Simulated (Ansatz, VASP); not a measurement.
**One calculation of BAs, two programs**

```xyz
2
Lattice="0.0000 2.3397 2.3397 2.3397 0.0000 2.3397 2.3397 2.3397 0.0000" Properties=species:S:1:pos:R:3 pbc="T T T"
As    3.5096    3.5096    3.5096
B     0.0000    0.0000    0.0000
```

Alike in both runs: task single point; functional RPBE; dispersion D4; k mesh 10 × 10 × 10; occupations fermi-dirac, width 0.05 eV; no spin polarisation.

|  | VASP | Ansatz |
| --- | --- | --- |
| version | VASP 6.6.1 | Ansatz 0.2.0 |
| potentials or method | VASP PAW PBE potentials, release 64 (As, B) | Ansatz PAW |
| plane-wave cutoff (eV) | 520 | 420 |
| valence electrons in the cell | 8 | 18 |

```csv
,VASP,Ansatz,Ansatz less VASP
gap on the k mesh at the Fermi level (eV),1.13,1.15,+0.012
least direct gap on the mesh (eV),3.35,3.36,+0.007
pressure (GPa),4.9,4.2,-0.78
```

VASP's potentials were made for PBE, not for RPBE. VASP's potentials hold 8 valence electrons a cell and Ansatz's 18, so a difference there can come from the potentials and not from the codes.
